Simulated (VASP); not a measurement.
Input of a VASP 6.6.1 run:

POSCAR

```
AgCl
1.0
    0.0000000000      2.7454519760      2.8044405052
    2.7454519760      0.0000000000      2.8044405052
    2.7454519760      2.7454519760      0.0000000000
Ag Cl
1 1
Direct
    0.0000000000      0.0000000000      0.0000000000
    0.5000000000      0.5000000000      0.5000000000
```

The input INCAR.step1:

```
PREC = Accurate ; ENCUT = 520
ISMEAR = 0 ; SIGMA = 0.01
LREAL = False ; LASPH = True
NELM = 100 ; NBANDS = 16
GGA = PE ; ALGO = Normal
EDIFF = 1E-4 ; LWAVE = True
LCHARG = False
```

The input INCAR.step2:

```
PREC = Accurate ; ENCUT = 520
EDIFF = 1E-6 ; ISMEAR = 0
SIGMA = 0.01 ; LREAL = False
LASPH = True ; NELM = 100
ALGO = Normal ; ISIF = 2
LWAVE = False ; LCHARG = False
METAGGA = R2SCAN ; LMIXTAU = True
NBANDS = 16 ; ISTART = 1
```

File KPOINTS:

```
Automatic mesh
0
Gamma
  8 8 8
```

Potentials or basis: VASP PAW PBE potentials, release 64 (Ag, Cl).

Launch:

```console
$ cat potpaw_PBE.64/Ag/POTCAR potpaw_PBE.64/Cl/POTCAR > POTCAR
$ cp INCAR.step1 INCAR
$ mpirun -np 1 vasp_std > vasp.out
$ cp INCAR.step2 INCAR
$ mpirun -np 1 vasp_std > vasp.out
```

Q: Estimate the pressure.

A: 0.4 GPa.

Q: What does it give for the band gap on the k mesh?

A: 1.35 eV (least direct gap 3.73 eV).

Stress tensor (GPa, compression positive):
```
 0.64  0.00  0.00
 0.00  0.64  0.00
 0.00  0.00 -0.03
```

Caveat: the cell differs from its parent crystal (epitaxial xy strain -1.0%); the PAW data sets were made with another functional, which shifts forces and pressure a little. A k mesh can miss the band edges.
